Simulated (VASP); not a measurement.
# Au (Im-3m) in VASP: notebook

Au is run at these levels: r2SCAN; tasks: single point.

Program: VASP 6.6.1. These are calculated values, not measurements. Logs are shortened: lines on timing, memory, paths and dates and some standing lists are left out, and cuts for length are marked.

**1. The cell of the first run**

The structure is cubic, space group Im-3m (No. 229). The conventional cell has a = 3.140 Å, b = 3.140 Å, c = 3.140 Å, α = 90.00°, β = 90.00°, γ = 90.00°. Within 3.6 Å of Au (site symmetry m-3m) lie 14 Au at 2.72 to 3.14 Å.

**2. Single point, r2SCAN (volume scaled by 0.88)**

File POSCAR:

```
Au
1.0
   -1.5697902155      1.5697902155      1.5697902155
    1.5697902155     -1.5697902155      1.5697902155
    1.5697902155      1.5697902155     -1.5697902155
Au
1
Direct
    0.0000000000      0.0000000000      0.0000000000
```

File INCAR.step1:

```
SYSTEM = Au
PREC = Accurate ; ENCUT = 550
ISMEAR = -1 ; SIGMA = 0.1
LREAL = .FALSE. ; LASPH = .TRUE.
NELM = 120 ; NBANDS = 12
GGA = PE ; ALGO = Normal
EDIFF = 1E-5 ; LWAVE = .TRUE.
LCHARG = .FALSE. ; GGA_COMPAT = .FALSE.
```

File INCAR.step2:

```
SYSTEM = Au
PREC = Accurate ; ENCUT = 550
EDIFF = 1E-6 ; ISMEAR = -1
SIGMA = 0.1 ; LREAL = .FALSE.
LASPH = .TRUE. ; NELM = 120
ALGO = Normal ; ISIF = 2
LWAVE = .FALSE. ; LCHARG = .FALSE.
METAGGA = R2SCAN ; LMIXTAU = .TRUE.
NBANDS = 12 ; ISTART = 1
GGA_COMPAT = .FALSE.
```

File KPOINTS:

```
regular mesh
0
G
  15 15 15
  0 0 0
```

Potentials or basis: VASP PAW PBE potentials, release 64 (Au).

Launch:

```console
> cat potpaw_PBE.64/Au/POTCAR > POTCAR
> cp INCAR.step1 INCAR
> mpirun -np 1 vasp_std > vasp.out
> cp INCAR.step2 INCAR
> mpirun -np 1 vasp_std > vasp.out
```

OUTCAR:

```text
SYSTEM = Au
   PREC = Accurate
   ENCUT = 550
   EDIFF = 1E-6
   ISMEAR = -1
   LREAL = .FALSE.
   LASPH = .TRUE.
   NELM = 120
   ISIF = 2
   METAGGA = R2SCAN
   ISTART = 1

 ion  position               nearest neighbor table
   1  0.000  0.000  0.000-

  LATTYP: Found a body centered cubic cell.
 ALAT       =     3.1395804310

  Lattice vectors:

 A1 = (  -1.5697902155,   1.5697902155,   1.5697902155)
 A2 = (   1.5697902155,  -1.5697902155,   1.5697902155)
 A3 = (   1.5697902155,   1.5697902155,  -1.5697902155)

Analysis of symmetry for initial positions (statically):
=====================================================================
 Subroutine PRICEL returns:
 Original cell was already a primitive cell.

 Routine SETGRP: Setting up the symmetry group for a
 body centered cubic supercell.

 Subroutine GETGRP returns: Found 48 space group operations
[... 9 lines left out ...]

 Routine SETGRP: Setting up the symmetry group for a
 body centered cubic supercell.

 Subroutine GETGRP returns: Found 48 space group operations
[... 11 lines left out ...]
                                     Primitive cell

  volume of cell :      15.4734

  direct lattice vectors                    reciprocal lattice vectors
    -1.569790216  1.569790216  1.569790216     0.000000000  0.318513898  0.318513898
     1.569790216 -1.569790216  1.569790216     0.318513898  0.000000000  0.318513898
     1.569790216  1.569790216 -1.569790216     0.318513898  0.318513898  0.000000000

  length of vectors
     2.718956410  2.718956410  2.718956410     0.450446674  0.450446674  0.450446674

  position of ions in fractional coordinates (direct lattice)
     0.000000000  0.000000000  0.000000000

  ion indices of the primitive-cell ions
   primitive index   ion index
                 1           1

----------------------------------------------------------------------------------------

 KPOINTS: regular mesh

Automatic generation of k-mesh.
 Grid dimensions read from file:
 generate k-points for:   15   15   15

 Generating k-lattice:

  Cartesian coordinates                     Fractional coordinates (reciprocal lattice)
     0.000000000  0.021234260  0.021234260     0.066666667  0.000000000  0.000000000
     0.021234260  0.000000000  0.021234260     0.000000000  0.066666667  0.000000000
     0.021234260  0.021234260  0.000000000     0.000000000  0.000000000  0.066666667

  Length of vectors
     0.030029778  0.030029778  0.030029778

  Shift w.r.t. Gamma in fractional coordinates (k-lattice)
     0.000000000  0.000000000  0.000000000

 Subroutine IBZKPT returns following result:
 ===========================================

 Found    120 irreducible k-points:

 Following reciprocal coordinates:
            Coordinates               Weight
  0.000000  0.000000  0.000000      1.000000
  0.066667  0.000000  0.000000     12.000000
  0.133333  0.000000  0.000000     12.000000
  0.200000  0.000000  0.000000     12.000000
  0.266667  0.000000  0.000000     12.000000
  0.333333  0.000000  0.000000     12.000000
[... 16 lines left out ...]
  0.333333  0.200000  0.000000     48.000000
  0.400000  0.200000  0.000000     24.000000
 [... further k-points ...]
   k-points           NKPTS =    120   k-points in BZ     NKDIM =    120   number of bands    NBANDS=     12
   number of dos      NEDOS =    301   number of ions     NIONS =      1
   total plane-waves  NPLWV =  13824
   dimension x,y,z NGX =    24 NGY =   24 NGZ =   24
   dimension x,y,z NGXF=    48 NGYF=   48 NGZF=   48
   ions per type =               1
   NGX,Y,Z   is equivalent  to a cutoff of  14.67, 14.67, 14.67 a.u.
   NGXF,Y,Z  is equivalent  to a cutoff of  29.35, 29.35, 29.35 a.u.
 SYSTEM =  Au
   PREC   = accura    normal or accurate (medium, high low for compatibility)
   ISTART =      1    job   : 0-new  1-cont  2-samecut
   ICHARG =      0    charge: 1-file 2-atom 10-const
   ISPIN  =      1    spin polarized calculation?
   LNONCOLLINEAR =      F non collinear calculations
   LSORBIT =      F    spin-orbit coupling
   LASPH  =      T    aspherical Exc in radial PAW
   ENCUT  =  550.0 eV  40.42 Ry    6.36 a.u.   5.20  5.20  5.20*2*pi/ulx,y,z
   NELM   =    120;   NELMIN=  2; NELMDL=  0     # of ELM steps
   EDIFF  = 0.1E-05   stopping-criterion for ELM
   LREAL  =      F    real-space projection
   EDIFFG = 0.1E-04   stopping-criterion for IOM
   NSW    =      0    number of steps for IOM
   IBRION =     -1    ionic relax: 0-MD 1-quasi-New 2-CG
   NFREE  =      0    steps in history (QN), initial steepest desc. (CG)
   ISIF   =      2    stress and relaxation
   ISYM   =      2    0-nonsym 1-usesym 2-fastsym
   POTIM  = 0.5000    time-step for ionic-motion
   TEBEG  =    0.0;   TEEND  =   0.0 temperature during run
   PSTRESS=    0.0 pullay stress
   NELECT =      11.0000    total number of electrons
   NUPDOWN=      -1.0000    fix difference up-down
   EMIN   =  10.00;   EMAX   =-10.00  energy-range for DOS
   EFERMI =   0.00;   METHOD = LEGACY
   ISMEAR =    -1;   SIGMA  =   0.10  broadening in eV -4-tet -1-fermi 0-gaus
   EFERMI_NEDOS =   21; number of points for ismear=-14 and -15
   IALGO  =     38    algorithm
   IMIX   =      4    mixing-type and parameters
     AMIX     =   0.40;   BMIX     =  1.00
     AMIX_MAG =   1.60;   BMIX_MAG =  1.00
  volume/ion in A,a.u.               =      15.47       104.42
  Fermi-wavevector in a.u.,A,eV,Ry     =   1.461092  2.761063 29.045563  2.134789
  Thomas-Fermi vector in A             =   2.577464
   LORBIT       =      0    0 simple, 1 ext, 2 COOP (PROOUT), +10 PAW based schemes
   METAGGA = R2SCAN    functional components
   LHFCALC =     F    Hartree Fock is set to
   AEXX    =    0.0000 exact exchange contribution
   IVDW    =     0    specifies the selected vdW correction
   LEPSILON=     F    determine dielectric tensor
   LRPA    =     F    only Hartree local field effects (RPA)
 non-spin polarized calculation
  energy-cutoff  :      550.00
  volume of cell :       15.47
 maximum number of plane-waves:       466
 NGX is ok and might be reduce to    24
   NGX = 11   NGY = 11   NGZ = 11

 number of electron      11.0000002 magnetization

 Free energy of the ion-electron system (eV)
  ---------------------------------------------------
  ext. energy  EPLUGINS =         0.00000000
  ---------------------------------------------------
  free energy    TOTEN  =       -50.40465595 eV

  energy without entropy =      -50.39420456  energy(sigma->0) =      -50.39943026

 E-fermi :  10.9446     XC(G=0): -14.3229

 val. band max:       10.8629613606   @ k =  -0.4000   0.4667   0.0667
 cond. band min:      10.9836319201   @ k =  -0.4000   0.4000   0.2000
 fundamental gap:      0.1206705595
 Fermi energy:        10.9445577265

 k-point     1 :       0.0000    0.0000    0.0000
  band No.  band energies     occupation
      1      -0.1689      2.00000
      2       5.2893      2.00000
      3       5.2893      2.00000
      4       5.2893      2.00000
      5       7.6051      2.00000
      6       7.6051      2.00000
      7      28.4293      0.00000
      8      28.4293      0.00000
      9      28.4293      0.00000
     10      38.2732      0.00000
     11      38.2734      0.00000
     12      38.2736      0.00000

 k-point     2 :       0.0667    0.0000    0.0000
  band No.  band energies     occupation
      1       0.0176      2.00000
      2       5.2249      2.00000
      3       5.2942      2.00000
      4       5.4297      2.00000
      5       7.5259      2.00000
      6       7.6093      2.00000
      7      28.4884      0.00000
      8      28.4947      0.00000
      9      28.6841      0.00000
     10      35.8960      0.00000
     11      36.2459      0.00000
     12      37.6631      0.00000

 k-point     3 :       0.1333    0.0000    0.0000
  band No.  band energies     occupation
      1       0.5525      2.00000
      2       5.0469      2.00000
      3       5.3016      2.00000
      4       5.8404      2.00000
      5       7.3519      2.00000
      6       7.6242      2.00000
      7      28.2538      0.00000
      8      28.4792      0.00000
      9      29.4209      0.00000
     10      33.9988      0.00000
     11      34.2251      0.00000
     12      36.0045      0.00000

 k-point     4 :       0.2000    0.0000    0.0000
  band No.  band energies     occupation
      1       1.3373      2.00000
      2       4.7951      2.00000
      3       5.3395      2.00000
      4       6.4885      2.00000
      5       7.2238      2.00000
      6       7.6546      2.00000
      7      26.6429      0.00000
      8      27.8715      0.00000
      9      30.5599      0.00000
     10      33.1197      0.00000
     11      33.7445      0.00000
     12      33.9195      0.00000

 k-point     5 :       0.2667    0.0000    0.0000
  band No.  band energies     occupation
      1       2.1145      2.00000
      2       4.5197      2.00000
      3       5.6297      2.00000
      4       7.2338      2.00000
      5       7.3111      2.00000
      6       7.7025      2.00000
      7      23.8520      0.00000
      8      26.7235      0.00000
      9      31.3411      0.00000
     10      31.9694      0.00000
     11      33.4710      0.00000
     12      34.9606      0.00000
[... 228 lines left out ...]
      1       3.1594      2.00000
      2       4.6311      2.00000
      3       4.9901      2.00000
      4       7.1113      2.00000
      5       7.8926      2.00000
      6       9.3751      2.00000
      7      21.6984      0.00000
      8      24.0940      0.00000
      9      27.6124      0.00000
     10      31.5985      0.00000
     11      36.1286      0.00000
     12      38.6811      0.00000

 k-point    22 :       0.2667    0.2000    0.0000
  band No.  band energies     occupation
      1       3.3633      2.00000
      2       4.4642      2.00000
      3       5.5199      2.00000
      4       7.2608      2.00000
      5       7.9700      2.00000
      6      10.8603      1.39810
      7      19.2160      0.00000
      8      22.6745      0.00000
      9      26.8412      0.00000
     10      32.3378      0.00000
     11      36.0921      0.00000
     12      39.2113      0.00000

 k-point    23 :       0.3333    0.2000    0.0000
  band No.  band energies     occupation
      1       3.3426      2.00000
      2       4.3541      2.00000
      3       6.0555      2.00000
      4       7.4104      2.00000
      5       8.1383      2.00000
      6      12.5130      0.00000
      7      16.7951      0.00000
      8      21.6942      0.00000
      9      26.3423      0.00000
     10      33.2168      0.00000
     11      35.3861      0.00000
     12      39.2145      0.00000

 k-point    24 :       0.4000    0.2000    0.0000
  band No.  band energies     occupation
      1       3.3149      2.00000
      2       4.3197      2.00000
      3       6.2497      2.00000
      4       7.4472      2.00000
      5       8.2778      2.00000
      6      13.9346      0.00000
      7      15.0859      0.00000
      8      21.3244      0.00000
      9      26.1697      0.00000
     10      33.8571      0.00000
     11      34.7492      0.00000
     12      39.2084      0.00000

 [... further k-points ...]
[... 5 lines left out ...]
  --------------------------------------------------------------------------------------
  -------------------------------------------------------------------------------------
  Total        2.8347325      2.8347325      2.8347325      0.0000000     -0.0000000      0.0000000
  in kB      293.5200835    293.5200835    293.5200835      0.0000000     -0.0000000      0.0000000
  external PRESSURE =     293.5200835 kB  Pullay stress =       0.0000000 kB

 VOLUME and BASIS-vectors are now :
 -----------------------------------------------------------------------------
  energy-cutoff  :      550.00
  volume of cell :       15.47
      direct lattice vectors                 reciprocal lattice vectors
    -1.569790216  1.569790216  1.569790216     0.000000000  0.318513898  0.318513898
     1.569790216 -1.569790216  1.569790216     0.318513898  0.000000000  0.318513898
     1.569790216  1.569790216 -1.569790216     0.318513898  0.318513898  0.000000000

 POSITION                                       TOTAL-FORCE (eV/Angst)
 -----------------------------------------------------------------------------------
      0.00000      0.00000      0.00000         0.000000     -0.000000      0.000000
 -----------------------------------------------------------------------------------
    total drift:                               -0.000000      0.000000     -0.000000

  FREE ENERGIE OF THE ION-ELECTRON SYSTEM (eV)
  ---------------------------------------------------
  free  energy   TOTEN  =       -50.4046559506 eV

  energy  without entropy=      -50.3942045625  energy(sigma->0) =      -50.39943026
```

Wall time 60 s (1 thread of Intel Xeon Platinum 8488C (Sapphire Rapids), shared host); peak memory 0.16 GiB.

What came out:

```
Free energy : -50.4047 eV
Pressure    : 29.4 GPa
```

Levels at points of the mesh, in eV from the Fermi level:
```tsv
k point	band 2	band 3	band 4	band 5	band 6	band 7	band 8	band 9	band 10	band 11
(0.00, 0.00, 0.00)	-5.66	-5.66	-5.66	-3.34	-3.34	17.48	17.48	17.48	27.33	27.33
```

Caveat: the PAW data sets were made with another functional, which shifts forces and pressure a little; spin-orbit coupling is left out, which moves the levels of the heavy elements.

**3. Single point, r2SCAN (volume scaled by 0.92)**

File POSCAR:

```
Au
1.0
   -1.5932233750      1.5932233750      1.5932233750
    1.5932233750     -1.5932233750      1.5932233750
    1.5932233750      1.5932233750     -1.5932233750
Au
1
Direct
    0.0000000000      0.0000000000      0.0000000000
```

File INCAR.step1:

```
ALGO = Normal
EDIFF = 1E-5
ENCUT = 550
GGA = PE
GGA_COMPAT = F
ISMEAR = -1
LASPH = T
LCHARG = F
LREAL = F
LWAVE = T
NBANDS = 12
NELM = 120
PREC = Accurate
SIGMA = 0.1
```

File INCAR.step2:

```
ALGO = Normal
EDIFF = 1E-6
ENCUT = 550
GGA_COMPAT = F
ISIF = 2
ISMEAR = -1
ISTART = 1
LASPH = T
LCHARG = F
LMIXTAU = T
LREAL = F
LWAVE = F
METAGGA = R2SCAN
NBANDS = 12
NELM = 120
PREC = Accurate
SIGMA = 0.1
```

File KPOINTS:

```
k-points
0
Gamma
  15 15 15
```

Potentials or basis: VASP PAW PBE potentials, release 64 (Au).

Launch:

```console
> cat potpaw_PBE.64/Au/POTCAR > POTCAR
> cp INCAR.step1 INCAR
> mpirun -np 1 vasp_std > vasp.out
> cp INCAR.step2 INCAR
> mpirun -np 1 vasp_std > vasp.out
```

OUTCAR:

```text
EDIFF = 1E-6
   ENCUT = 550
   ISIF = 2
   ISMEAR = -1
   ISTART = 1
   LASPH = T
   LREAL = F
   METAGGA = R2SCAN
   NELM = 120
   PREC = Accurate

 ion  position               nearest neighbor table
   1  0.000  0.000  0.000-

  LATTYP: Found a body centered cubic cell.
 ALAT       =     3.1864467500

  Lattice vectors:

 A1 = (  -1.5932233750,   1.5932233750,   1.5932233750)
 A2 = (   1.5932233750,  -1.5932233750,   1.5932233750)
[... 530 lines left out ...]
      3       5.6996      2.00000
      4       6.7779      2.00000
      5       7.5502      2.00000
      6      13.0704      0.00000
      7      14.0272      0.00000
      8      20.2678      0.00000
      9      25.1161      0.00000
     10      32.6244      0.00000
     11      33.6818      0.00000
     12      37.7907      0.00000

 [... further k-points ...]
[... 5 lines left out ...]
  --------------------------------------------------------------------------------------
  -------------------------------------------------------------------------------------
  Total        1.7299190      1.7299190      1.7299190      0.0000000      0.0000000     -0.0000000
  in kB      171.3351079    171.3351079    171.3351079      0.0000000      0.0000000     -0.0000000
  external PRESSURE =     171.3351079 kB  Pullay stress =       0.0000000 kB

 VOLUME and BASIS-vectors are now :
 -----------------------------------------------------------------------------
  energy-cutoff  :      550.00
  volume of cell :       16.18
      direct lattice vectors                 reciprocal lattice vectors
    -1.593223375  1.593223375  1.593223375     0.000000000  0.313829189  0.313829189
     1.593223375 -1.593223375  1.593223375     0.313829189  0.000000000  0.313829189
     1.593223375  1.593223375 -1.593223375     0.313829189  0.313829189  0.000000000

 POSITION                                       TOTAL-FORCE (eV/Angst)
 -----------------------------------------------------------------------------------
      0.00000      0.00000      0.00000         0.000000     -0.000000     -0.000000
 -----------------------------------------------------------------------------------
    total drift:                               -0.000000      0.000000      0.000000

  FREE ENERGIE OF THE ION-ELECTRON SYSTEM (eV)
  ---------------------------------------------------
  free  energy   TOTEN  =       -50.5057800454 eV

  energy  without entropy=      -50.4955402006  energy(sigma->0) =      -50.50066012
```

OSZICAR.step1:

```text
N       E                     dE             d eps       ncg     rms          rms(c)
DAV:   1     0.531897984120E+02    0.53190E+02   -0.58665E+03  2976   0.862E+02
DAV:   2    -0.266671294222E+01   -0.55857E+02   -0.53034E+02  3468   0.198E+02
DAV:   3    -0.337480215974E+01   -0.70809E+00   -0.70671E+00  3420   0.215E+01
DAV:   4    -0.337716432860E+01   -0.23622E-02   -0.23621E-02  3316   0.141E+00
DAV:   5    -0.337718080626E+01   -0.16478E-04   -0.16479E-04  3440   0.112E-01    0.107E+01
DAV:   6    -0.312542634309E+01    0.25175E+00   -0.62913E-01  3208   0.648E+00    0.670E+00
DAV:   7    -0.310223931135E+01    0.23187E-01   -0.76998E-02  3384   0.227E+00    0.293E+00
DAV:   8    -0.309957289595E+01    0.26664E-02   -0.24858E-03  3184   0.437E-01    0.266E-01
DAV:   9    -0.309955965295E+01    0.13243E-04   -0.11359E-05  3236   0.315E-02    0.142E-02
DAV:  10    -0.309956496748E+01   -0.53145E-05   -0.21928E-06  1880   0.140E-02
   1 F= -.30995650E+01 E0= -.30940089E+01  d E =-.111122E-01
```

Run time: 57 s. Hardware: 1 thread of Intel Xeon Platinum 8488C (Sapphire Rapids), shared host; peak memory 0.16 GiB.

What came out:

```
Free energy : -50.5058 eV
Pressure    : 17.1 GPa
```

Caveat: the PAW data sets were made with another functional, which shifts forces and pressure a little; spin-orbit coupling is left out, which moves the levels of the heavy elements.

(Part 1 of 2 ends here.)
